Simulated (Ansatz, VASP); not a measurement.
## Te2Mo in VASP and in Ansatz

```
Te Mo
1.0
     6.31891    0.00000    0.00000
     0.00000    3.45704    0.00000
    -0.08517    0.00000   35.93309
Te Mo
4 2
Direct
  0.42925 0.75000 0.54070
  0.57075 0.25000 0.45930
  0.92085 0.25000 0.55653
  0.07915 0.75000 0.44347
  0.18135 0.25000 0.49747
  0.81865 0.75000 0.50253
```

Alike in both runs: task single point; functional LDA; k mesh 4 × 8 × 1; occupations fermi-dirac, width 0.05 eV; no spin polarisation.

|  | VASP | Ansatz |
| --- | --- | --- |
| version | VASP 6.6.1 | Ansatz 0.2.0 |
| potentials or method | VASP PAW LDA potentials, release 64 (Te, Mo_sv) | Ansatz PAW |
| plane-wave cutoff (eV) | 520 | 420 |
| valence electrons in the cell | 52 | 92 |

Ansatz gave:

* gap on the k mesh at the Fermi level (eV): none
* rms of the force components (eV/Å): 0.091

**Question.** Which values does VASP return?

**Answer.** gap on the k mesh at the Fermi level (eV): none; rms of the force components (eV/Å): 0.073.

LDA's correlation is that of Perdew and Zunger in VASP and of Perdew and Wang (1992) in Ansatz. Atom by atom the forces differ by 0.023 eV/Å (rms over components). A gap of «none» marks a metal or a gap that the smearing closes. VASP's potentials hold 52 valence electrons a cell and Ansatz's 92, so a difference there can come from the potentials and not from the codes.

Spin-orbit coupling is off throughout.
